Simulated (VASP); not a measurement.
# Fe (Im-3m) in VASP: single point with PBEsol

Aim: the single point of Fe with PBEsol.

All numbers are computed with VASP 6.6.1; they aren't measurements. Logs are shortened: lines on timing, memory, paths and dates and some standing lists are left out, and cuts for length are marked.

## 1. The cell of the first run

Symmetry: Im-3m, No. 229, cubic system. Conventional cell: a = 2.788 Å, b = 2.788 Å, c = 2.788 Å, α = 90.00°, β = 90.00°, γ = 90.00°. Within 3.2 Å of Fe (site symmetry m-3m) lie 14 Fe at 2.41 to 2.79 Å.

## 2. Single point, PBEsol, collinear spin, ferromagnetic start

INCAR

```
PREC = Accurate
ENCUT = 520
EDIFF = 1E-6
ISMEAR = -1
SIGMA = 0.1
LREAL = F
LASPH = T
NELM = 150
ALGO = Normal
ISIF = 2
LWAVE = F
LCHARG = F
ISPIN = 2
MAGMOM = 2.5
LORBIT = 11
LMAXMIX = 4
GGA = PS
NBANDS = 14
```

KPOINTS

```
regular mesh
0
Gamma
  22 22 22
```

POSCAR

```
Fe
1.0
   -1.3940650116      1.3940650116      1.3940650116
    1.3940650116     -1.3940650116      1.3940650116
    1.3940650116      1.3940650116     -1.3940650116
Fe
1
Direct
    0.0000000000      0.0000000000      0.0000000000
```

Potentials or basis: VASP PAW PBE potentials, release 64 (Fe).

Started as:

```sh
$ cat potpaw_PBE.64/Fe/POTCAR > POTCAR
$ mpirun -np 1 vasp_std > vasp.out
```

OUTCAR:

```text
PREC = Accurate
   ENCUT = 520
   EDIFF = 1E-6
   ISMEAR = -1
   LREAL = F
   LASPH = T
   NELM = 150
   ISIF = 2
   ISPIN = 2
   LORBIT = 11
   GGA = PS

 ion  position               nearest neighbor table
   1  0.000  0.000  0.000-

  LATTYP: Found a body centered cubic cell.
 ALAT       =     2.7881300232

  Lattice vectors:

 A1 = (  -1.3940650116,   1.3940650116,   1.3940650116)
 A2 = (   1.3940650116,  -1.3940650116,   1.3940650116)
 A3 = (   1.3940650116,   1.3940650116,  -1.3940650116)

Analysis of symmetry for initial positions (statically):
=====================================================================
 Subroutine PRICEL returns:
 Original cell was already a primitive cell.

 Routine SETGRP: Setting up the symmetry group for a
 body centered cubic supercell.

 Subroutine GETGRP returns: Found 48 space group operations
 (whereof 48 operations were pure point group operations)
 out of a pool of 48 trial point group operations.

The static configuration has the point symmetry O_h .

Analysis of symmetry for dynamics (positions and initial velocities):
=====================================================================
 Subroutine PRICEL returns:
 Original cell was already a primitive cell.

 Routine SETGRP: Setting up the symmetry group for a
 body centered cubic supercell.

 Subroutine GETGRP returns: Found 48 space group operations
 (whereof 48 operations were pure point group operations)
 out of a pool of 48 trial point group operations.

The dynamic configuration has the point symmetry O_h .

Analysis of structural, dynamic, and magnetic symmetry:
=====================================================================
 Subroutine PRICEL returns:
 Original cell was already a primitive cell.

 Routine SETGRP: Setting up the symmetry group for a
 body centered cubic supercell.

 Subroutine GETGRP returns: Found 48 space group operations
 (whereof 48 operations were pure point group operations)
 out of a pool of 48 trial point group operations.

The overall configuration has the point symmetry O_h .

 Subroutine INISYM returns: Found 48 space group operations
 (whereof 48 operations are pure point group operations),
 and found     1 'primitive' translations

----------------------------------------------------------------------------------------

                                     Primitive cell

  volume of cell :      10.8370

  direct lattice vectors                    reciprocal lattice vectors
    -1.394065012  1.394065012  1.394065012     0.000000000  0.358663331  0.358663331
     1.394065012 -1.394065012  1.394065012     0.358663331  0.000000000  0.358663331
     1.394065012  1.394065012 -1.394065012     0.358663331  0.358663331  0.000000000

  length of vectors
     2.414591429  2.414591429  2.414591429     0.507226546  0.507226546  0.507226546

  position of ions in fractional coordinates (direct lattice)
     0.000000000  0.000000000  0.000000000

  ion indices of the primitive-cell ions
   primitive index   ion index
                 1           1

----------------------------------------------------------------------------------------

 KPOINTS: regular mesh

Automatic generation of k-mesh.
 Grid dimensions read from file:
 generate k-points for:   22   22   22

 Generating k-lattice:

  Cartesian coordinates                     Fractional coordinates (reciprocal lattice)
     0.000000000  0.016302879  0.016302879     0.045454545  0.000000000  0.000000000
     0.016302879  0.000000000  0.016302879     0.000000000  0.045454545  0.000000000
     0.016302879  0.016302879  0.000000000     0.000000000  0.000000000  0.045454545

  Length of vectors
     0.023055752  0.023055752  0.023055752

  Shift w.r.t. Gamma in fractional coordinates (k-lattice)
     0.000000000  0.000000000  0.000000000

 Subroutine IBZKPT returns following result:
 ===========================================

 Found    328 irreducible k-points:

 Following reciprocal coordinates:
            Coordinates               Weight
  0.000000  0.000000  0.000000      1.000000
  0.045455  0.000000  0.000000     12.000000
  0.090909  0.000000  0.000000     12.000000
  0.136364  0.000000  0.000000     12.000000
  0.181818  0.000000  0.000000     12.000000
  0.227273  0.000000  0.000000     12.000000
[... 16 lines left out ...]
  0.090909  0.090909  0.000000     24.000000
  0.136364  0.090909  0.000000     48.000000
 [... further k-points ...]
   k-points           NKPTS =    328   k-points in BZ     NKDIM =    328   number of bands    NBANDS=     14
   number of dos      NEDOS =    301   number of ions     NIONS =      1
   total plane-waves  NPLWV =   5832
   dimension x,y,z NGX =    18 NGY =   18 NGZ =   18
   dimension x,y,z NGXF=    36 NGYF=   36 NGZF=   36
   ions per type =               1
   NGX,Y,Z   is equivalent  to a cutoff of  12.39, 12.39, 12.39 a.u.
   NGXF,Y,Z  is equivalent  to a cutoff of  24.79, 24.79, 24.79 a.u.
 SYSTEM =  unknown system
   PREC   = accura    normal or accurate (medium, high low for compatibility)
   ISTART =      0    job   : 0-new  1-cont  2-samecut
   ICHARG =      2    charge: 1-file 2-atom 10-const
   ISPIN  =      2    spin polarized calculation?
   LNONCOLLINEAR =      F non collinear calculations
   LSORBIT =      F    spin-orbit coupling
   LASPH  =      T    aspherical Exc in radial PAW
   ENCUT  =  520.0 eV  38.22 Ry    6.18 a.u.   4.49  4.49  4.49*2*pi/ulx,y,z
   NELM   =    150;   NELMIN=  2; NELMDL= -5     # of ELM steps
   EDIFF  = 0.1E-05   stopping-criterion for ELM
   LREAL  =      F    real-space projection
   EDIFFG = 0.1E-04   stopping-criterion for IOM
   NSW    =      0    number of steps for IOM
   IBRION =     -1    ionic relax: 0-MD 1-quasi-New 2-CG
   NFREE  =      0    steps in history (QN), initial steepest desc. (CG)
   ISIF   =      2    stress and relaxation
   ISYM   =      2    0-nonsym 1-usesym 2-fastsym
   POTIM  = 0.5000    time-step for ionic-motion
   TEBEG  =    0.0;   TEEND  =   0.0 temperature during run
   PSTRESS=    0.0 pullay stress
   NELECT =       8.0000    total number of electrons
   NUPDOWN=      -1.0000    fix difference up-down
   EMIN   =  10.00;   EMAX   =-10.00  energy-range for DOS
   EFERMI =   0.00;   METHOD = LEGACY
   ISMEAR =    -1;   SIGMA  =   0.10  broadening in eV -4-tet -1-fermi 0-gaus
   EFERMI_NEDOS =   21; number of points for ismear=-14 and -15
   IALGO  =     38    algorithm
   IMIX   =      4    mixing-type and parameters
     AMIX     =   0.40;   BMIX     =  1.00
     AMIX_MAG =   1.60;   BMIX_MAG =  1.00
  volume/ion in A,a.u.               =      10.84        73.13
  Fermi-wavevector in a.u.,A,eV,Ry     =   1.479569  2.795979 29.784834  2.189124
  Thomas-Fermi vector in A             =   2.593710
   LORBIT       =     11    0 simple, 1 ext, 2 COOP (PROOUT), +10 PAW based schemes
   GGA     = PS    functional components
   LHFCALC =     F    Hartree Fock is set to
   AEXX    =    0.0000 exact exchange contribution
   IVDW    =     0    specifies the selected vdW correction
   LEPSILON=     F    determine dielectric tensor
   LRPA    =     F    only Hartree local field effects (RPA)
 spin polarized calculation
  energy-cutoff  :      520.00
  volume of cell :       10.84
 maximum number of plane-waves:       321
 NGX is ok and might be reduce to    18
   NGX =  9   NGY =  9   NGZ =  9

 number of electron       8.0000003 magnetization       2.1103635

 Free energy of the ion-electron system (eV)
  ---------------------------------------------------
  ext. energy  EPLUGINS =         0.00000000
  ---------------------------------------------------
  free energy    TOTEN  =        -8.93409293 eV

  energy without entropy =       -8.90268594  energy(sigma->0) =       -8.91838944

 E-fermi :   6.2003     XC(G=0): -13.5491

 val. band max:        6.1990720853   @ k =  -0.2727   0.2727   0.2727
 cond. band min:       6.2224606782   @ k =  -0.4545  -0.4545   0.0455
 fundamental gap:      0.0233885929
 Fermi energy:         6.2003418194

 spin component 1

 k-point     1 :       0.0000    0.0000    0.0000
  band No.  band energies     occupation
      1      -2.6398      1.00000
      2       3.7673      1.00000
      3       3.7673      1.00000
      4       3.7673      1.00000
      5       5.1290      0.99998
      6       5.1290      0.99998
      7      31.5529      0.00000
      8      31.5529      0.00000
      9      31.5529      0.00000
     10      36.9703      0.00000
     11      36.9703      0.00000
     12      39.5213      0.00000
     13      39.5213      0.00000
     14      39.5213      0.00000
[... 375 lines left out ...]
 k-point    24 :       0.1364    0.0909    0.0000
  band No.  band energies     occupation
      1      -1.0587      1.00000
      2       3.4105      1.00000
      3       3.5183      1.00000
      4       4.7112      1.00000
      5       4.8425      1.00000
      6       5.2235      0.99994
      7      25.6525      0.00000
      8      27.3980      0.00000
      9      31.6243      0.00000
     10      32.0805      0.00000
     11      35.9154      0.00000
     12      37.4250      0.00000
     13      41.4409      0.00000
     14      41.5027      0.00000

 [... further k-points ...]

 spin component 2

 k-point     1 :       0.0000    0.0000    0.0000
  band No.  band energies     occupation
      1      -2.3715      1.00000
      2       5.6105      0.99726
      3       5.6105      0.99726
      4       5.6105      0.99726
      5       7.7008      0.00000
      6       7.7009      0.00000
      7      31.4833      0.00000
      8      31.4833      0.00000
      9      31.4833      0.00000
     10      37.2957      0.00000
     11      37.2957      0.00000
     12      40.2468      0.00000
     13      40.2468      0.00000
     14      40.2468      0.00000
[... 375 lines left out ...]
 k-point    24 :       0.1364    0.0909    0.0000
  band No.  band energies     occupation
      1      -0.7636      1.00000
      2       5.1825      0.99996
      3       5.3039      0.99987
      4       6.6168      0.01531
      5       7.2960      0.00002
      6       7.8032      0.00000
      7      26.1663      0.00000
      8      27.8193      0.00000
      9      31.9829      0.00000
     10      32.5813      0.00000
     11      36.3162      0.00000
     12      38.0545      0.00000
     13      41.8314      0.00000
     14      42.0595      0.00000

 [... further k-points ...]

------------------------ aborting loop because EDIFF is reached ----------------------------------------

  FORCE on cell =-STRESS in cart. coord.  units (eV):
  Direction    XX          YY          ZZ          XY          YZ          ZX
  --------------------------------------------------------------------------------------
  -------------------------------------------------------------------------------------
  Total       -0.0098126     -0.0098126     -0.0098126      0.0000000      0.0000000      0.0000000
  in kB       -1.4507309     -1.4507309     -1.4507309      0.0000000      0.0000000      0.0000000
  external PRESSURE =      -1.4507309 kB  Pullay stress =       0.0000000 kB

 VOLUME and BASIS-vectors are now :
 -----------------------------------------------------------------------------
  energy-cutoff  :      520.00
  volume of cell :       10.84
      direct lattice vectors                 reciprocal lattice vectors
    -1.394065012  1.394065012  1.394065012     0.000000000  0.358663331  0.358663331
     1.394065012 -1.394065012  1.394065012     0.358663331  0.000000000  0.358663331
     1.394065012  1.394065012 -1.394065012     0.358663331  0.358663331  0.000000000

 POSITION                                       TOTAL-FORCE (eV/Angst)
 -----------------------------------------------------------------------------------
      0.00000      0.00000      0.00000         0.000000     -0.000000      0.000000
 -----------------------------------------------------------------------------------
    total drift:                                0.000000      0.000000      0.000000

  FREE ENERGIE OF THE ION-ELECTRON SYSTEM (eV)
  ---------------------------------------------------
  free  energy   TOTEN  =        -8.9340929289 eV

  energy  without entropy=       -8.9026859415  energy(sigma->0) =       -8.91838944

 total charge

# of ion       s       p       d       tot
------------------------------------------
    1        0.511   0.588   6.276   7.375

 magnetization (x)

# of ion       s       p       d       tot
------------------------------------------
    1       -0.012  -0.049   2.153   2.092
```

It took 85 s on 1 thread of Intel Xeon 8259CL, shared host; peak memory 0.19 GiB.

What came out:

- Free energy: -8.9341 eV
- Pressure: -0.1 GPa
- Net moment: 2.11 μB per cell
- Site moments: Fe +2.09 μB
- Valence electrons inside the program's atomic spheres: Fe 7.38

Caveat: the PAW data sets were made with another functional, which shifts forces and pressure a little.
